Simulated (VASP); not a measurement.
# Pt (Fm-3m) in VASP: further runs, part 2 of 2

VASP 6.6.1. Earlier steps stand in the parts before.

### Step 3. Single point, RPBE+D4

This run uses another cell than the first one, of 15.08 Å³/atom, 1.020 times its volume.

INCAR reads:

```
SYSTEM = Pt
PREC = Accurate
ENCUT = 520
EDIFF = 1E-6
ISMEAR = -1
SIGMA = 0.05
LREAL = .FALSE.
LASPH = .TRUE.
NELM = 100
ALGO = Fast
ISIF = 2
LWAVE = .FALSE.
LCHARG = .FALSE.
GGA = RP
IVDW = 13
NBANDS = 11
```

KPOINTS reads:

```
regular mesh
0
G
  12 12 12
  0 0 0
```

POSCAR reads:

```
Pt
1.0
    0.0000000000      1.9609000000      1.9609000000
    1.9609000000      0.0000000000      1.9609000000
    1.9609000000      1.9609000000      0.0000000000
Pt
1
Direct
    0.0000000000      0.0000000000      0.0000000000
```

Potentials or basis: VASP PAW PBE potentials, release 64 (Pt).

On the command line:

```console
cat potpaw_PBE.64/Pt/POTCAR > POTCAR
mpirun -np 1 vasp_std > vasp.out
```

OUTCAR:

```text
SYSTEM = Pt
   PREC = Accurate
   ENCUT = 520
   EDIFF = 1E-6
   ISMEAR = -1
   LREAL = .FALSE.
   LASPH = .TRUE.
   NELM = 100
   ISIF = 2
   GGA = RP
   IVDW = 13

 ion  position               nearest neighbor table
   1  0.000  0.000  0.000-

  LATTYP: Found a face centered cubic cell.
 ALAT       =     3.9218000000

  Lattice vectors:

 A1 = (   0.0000000000,   1.9609000000,   1.9609000000)
 A2 = (   1.9609000000,   0.0000000000,   1.9609000000)
 A3 = (   1.9609000000,   1.9609000000,   0.0000000000)
[... 515 lines left out ...]
     11      38.2164      0.00000

 [... further k-points ...]

------------------------ aborting loop because EDIFF is reached ----------------------------------------

  DFT-D4 for vdW energy calculation

  Edisp (eV):   -1.46278

  FORCE on cell =-STRESS in cart. coord.  units (eV):
  Direction    XX          YY          ZZ          XY          YZ          ZX
  --------------------------------------------------------------------------------------
  -------------------------------------------------------------------------------------
  Total      -0.05735    -0.05735    -0.05735     0.00000     0.00000     0.00000
  in kB      -6.09274    -6.09274    -6.09274     0.00000     0.00000     0.00000
  external pressure =       -6.09 kB  Pullay stress =        0.00 kB

 VOLUME and BASIS-vectors are now :
 -----------------------------------------------------------------------------
  energy-cutoff  :      520.00
  volume of cell :       15.08
      direct lattice vectors                 reciprocal lattice vectors
     0.000000000  1.960900000  1.960900000    -0.254984956  0.254984956  0.254984956
     1.960900000  0.000000000  1.960900000     0.254984956 -0.254984956  0.254984956
     1.960900000  1.960900000  0.000000000     0.254984956  0.254984956 -0.254984956

 POSITION                                       TOTAL-FORCE (eV/Angst)
 -----------------------------------------------------------------------------------
      0.00000      0.00000      0.00000         0.000000     -0.000000     -0.000000
 -----------------------------------------------------------------------------------
    total drift:                               -0.000000      0.000000     -0.000000

  FREE ENERGIE OF THE ION-ELECTRON SYSTEM (eV)
  ---------------------------------------------------
  free  energy   TOTEN  =        -6.8986003113 eV

  energy  without entropy=       -6.8831898012  energy(sigma->0) =       -6.89089506
```

OSZICAR:

```text
N       E                     dE             d eps       ncg     rms          rms(c)
DAV:   1     0.415149270383E+02    0.41515E+02   -0.53395E+03  1616   0.847E+02
DAV:   2    -0.509672935581E+01   -0.46612E+02   -0.44474E+02  1823   0.175E+02
DAV:   3    -0.576016067401E+01   -0.66343E+00   -0.66109E+00  1809   0.201E+01
DAV:   4    -0.576282903210E+01   -0.26684E-02   -0.26681E-02  1835   0.151E+00
DAV:   5    -0.576285059594E+01   -0.21564E-04   -0.21564E-04  1854   0.125E-01    0.128E+01
RMM:   6    -0.547323419647E+01    0.28962E+00   -0.28374E-01  1598   0.461E+00    0.694E+00
RMM:   7    -0.543883044203E+01    0.34404E-01   -0.68440E-02  1679   0.244E+00    0.248E+00
RMM:   8    -0.543616593032E+01    0.26645E-02   -0.92634E-03  1666   0.820E-01    0.576E-01
RMM:   9    -0.543580221082E+01    0.36372E-03   -0.89380E-04  1813   0.262E-01    0.356E-02
RMM:  10    -0.543581788994E+01   -0.15679E-04   -0.12967E-04  1886   0.862E-02    0.313E-02
RMM:  11    -0.543581945564E+01   -0.15657E-05   -0.13236E-05  1768   0.254E-02    0.686E-03
RMM:  12    -0.543581998288E+01   -0.52725E-06   -0.36047E-06  1472   0.133E-02
   1 F= -.68986003E+01 E0= -.68908951E+01  d E =-.154105E-01
```

stdout:

```text
POSCAR found type information on POSCAR Pt
 POSCAR found :  1 types and       1 ions
 scaLAPACK will be used
 -----------------------------------------------------------------------------
|                                                                             |
|                                                                             |
|     You enforced a specific xc type in the INCAR file but a different       |
|     I HOPE YOU KNOW WHAT YOU ARE DOING!                                     |
|                                                                             |
 -----------------------------------------------------------------------------

 LDA part: xc-table for (Slater+PW92), standard interpolation
 POSCAR, INCAR and KPOINTS ok, starting setup
 FFT: planning ... GRIDC
 FFT: planning ... GRID_SOFT
 FFT: planning ... GRID
 WAVECAR not read
 entering main loop
```

Wall time 17 s (1 thread of Intel Xeon 8259CL, shared host); peak memory 0.15 GiB.

Results:

```
Free energy                : -6.8986 eV
Pressure                   : -0.6 GPa
Band gap on the k mesh     : zero (band 5 reaches 11.85 eV, above the bottom of band 6 at 9.62 eV)
Dispersion energy per atom : -1.463 eV
```

Caveat: the PAW data sets were made with another functional, which shifts forces and pressure a little; spin-orbit coupling is left out, which moves the levels of the heavy elements; pairwise dispersion overbinds metals, which lowers pressure and volume.

### Step 4. Single point, BLYP

This run uses another cell than the first one, of 15.08 Å³/atom, 1.020 times its volume.

INCAR reads:

```
SYSTEM = Pt
PREC = Accurate
ENCUT = 520
EDIFF = 1E-6
ISMEAR = -1
SIGMA = 0.05
LREAL = .False.
LASPH = .True.
NELM = 80
ALGO = Normal
ISIF = 2
LWAVE = .False.
LCHARG = .True.
GGA = B5
ALDAX = 1.0
AGGAX = 1.0
AGGAC = 1.0
ALDAC = 0.0
LELF = .True.
LVHAR = .True.
NBANDS = 11
```

KPOINTS reads:

```
Automatic mesh
0
Gamma
  12 12 12
  0 0 0
```

POSCAR is that of step 3.

On the command line:

```console
cat potpaw_PBE.64/Pt/POTCAR > POTCAR
mpirun -np 1 vasp_std > vasp.out
```

It took 23 s on 1 thread of Intel Xeon 8259CL, shared host; peak memory 0.14 GiB.

It converged, with:

* Free energy: -4.8880 eV
* Pressure: 27.1 GPa
* Band gap on the k mesh: zero (band 5 reaches 12.37 eV, above the bottom of band 6 at 10.11 eV)

Levels at points of the mesh, in eV from the Fermi level:
```tsv
k point	band 1	band 2	band 3	band 4	band 5	band 6	band 7	band 8	band 9	band 10
(0.00, 0.00, 0.00)	-10.08	-3.82	-3.82	-3.82	-1.67	-1.67	14.92	19.73	19.73	19.73
(0.50, 0.00, 0.00)	-7.30	-3.88	-3.88	-0.22	0.02	0.02	5.85	14.51	19.03	19.03
(0.50, 0.50, 0.00)	-7.04	-6.62	-0.02	0.48	0.48	1.99	8.88	11.51	11.51	20.55
```

Caveat: the PAW data sets were made with another functional, which shifts forces and pressure a little; spin-orbit coupling is left out, which moves the levels of the heavy elements.

### Step 5. Single point, PBE exchange alone

This run uses another cell than the first one, of 15.08 Å³/atom, 1.020 times its volume.

INCAR reads:

```
SYSTEM = Pt
PREC = Accurate
ENCUT = 520
EDIFF = 1E-7
ISMEAR = -1
SIGMA = 0.05
LREAL = .False.
LASPH = .True.
NELM = 80
ALGO = Normal
ISIF = 2
LWAVE = .False.
LCHARG = .False.
GGA = PE
ALDAC = 0.0
AGGAC = 0.0
NBANDS = 11
```

KPOINTS reads:

```
regular mesh
0
Gamma
  12 12 12
  0 0 0
```

POSCAR is that of step 4.

On the command line:

```console
cat potpaw_PBE.64/Pt/POTCAR > POTCAR
mpirun -np 1 vasp_std > vasp.out
```

It took 17 s on 1 thread of Intel Xeon 8259CL, shared host; peak memory 0.14 GiB.

It converged, with:

```
Free energy            : -3.6702 eV
Pressure               : 42.5 GPa
Band gap on the k mesh : zero (band 5 reaches 13.59 eV, above the bottom of band 6 at 11.33 eV)
```

Levels at points of the mesh, in eV from the Fermi level:
```tsv
k point	band 3	band 4	band 5	band 6	band 7	band 8
(0.00, 0.00, 0.00)	-3.81	-3.81	-1.67	-1.67	14.84	19.67
(0.50, 0.00, 0.00)	-3.88	-0.29	0.02	0.02	5.80	14.43
(0.50, 0.50, 0.00)	-0.02	0.48	0.48	1.92	8.80	11.44
```

Caveat: spin-orbit coupling is left out, which moves the levels of the heavy elements.

### Step 6. The runs side by side

| level | cell | gap on the mesh (eV) | pressure (GPa) |
| --- | --- | --- | --- |
| PBE exchange alone | a = 2.755 Å, angles 60.0°, 1 atom | none | 50.1 |
| RPBE+D4 | a = 2.773 Å, angles 60.0°, 1 atom | none | -0.6 |
| BLYP | a = 2.773 Å, angles 60.0°, 1 atom | none | 27.1 |
| PBE exchange alone | a = 2.773 Å, angles 60.0°, 1 atom | none | 42.5 |

Alike in all rows: task single point; potentials or basis VASP PAW PBE potentials, release 64 (Pt); no spin polarisation; k mesh 12 × 12 × 12; cutoff (eV) 520; smearing fermi-dirac 0.05 eV.

Caveats: spin-orbit coupling is left out, which moves the levels of the heavy elements; the PAW data sets were made with another functional, which shifts forces and pressure a little (some runs); pairwise dispersion overbinds metals, which lowers pressure and volume (some runs).

Absolute energies hang on the potentials; compare differences alone.
